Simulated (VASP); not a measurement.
Crystal: Ta.

```
CELL_PARAMETERS angstrom
2.90037 0.00000 0.00000
-1.45019 2.51180 0.00000
0.00000 0.00000 5.16627
ATOMIC_POSITIONS crystal
Ta 0.66667 0.33333 0.75000
Ta 0.33333 0.66667 0.25000
```

```yaml
Program: VASP 6.6.1
Task: relaxation of cell and atoms
Functional: PBEsol
Potentials_or_basis: VASP PAW PBE potentials, release 64 (Ta_pv)
Cutoff: 600 eV
k_mesh: 11 × 11 × 6
Occupations: fermi-dirac, width 0.15 eV
Spin: no spin polarisation
```

At the start: pressure -6.5 GPa; volume 18.82 Å³/atom.

**Question.** How do energy, volume and symmetry change on relaxing?

**Answer.** Over 9 steps the energy falls by 13.4 meV/atom and the volume is 18.18 Å³/atom (-3.4 %); space group P6_3/mmc (No. 194, to 0.05 Å).

The path:
| step | energy change (eV) | largest force (eV/Å) | pressure (GPa) | volume (Å³) |
| --- | --- | --- | --- | --- |
| 1 | 0.0000 | 0.0000 | -6.51 | 37.64 |
| 2 | 0.1194 | 0.0000 | 18.25 | 33.62 |
| 3 | -0.0267 | 0.0000 | -0.20 | 36.39 |
| 4 | -0.0268 | 0.0000 | -0.01 | 36.36 |
| 5 | -0.0267 | 0.0000 | 0.13 | 36.33 |
| 6 | -0.0269 | 0.0000 | 0.13 | 36.33 |
| 7 | -0.0269 | 0.0000 | 0.13 | 36.33 |
| 8 | -0.0268 | 0.0000 | -0.25 | 36.40 |
| 9 | -0.0269 | 0.0000 | 0.01 | 36.35 |

Final structure:
```
Ta
1.0
     2.86957    0.00000    0.00000
    -1.43478    2.48512    0.00000
     0.00000    0.00000    5.09748
Ta
2
Direct
  0.66667 0.33333 0.75000
  0.33333 0.66667 0.25000
```

Caveat: the PAW data sets were made with another functional, which shifts forces and pressure a little.
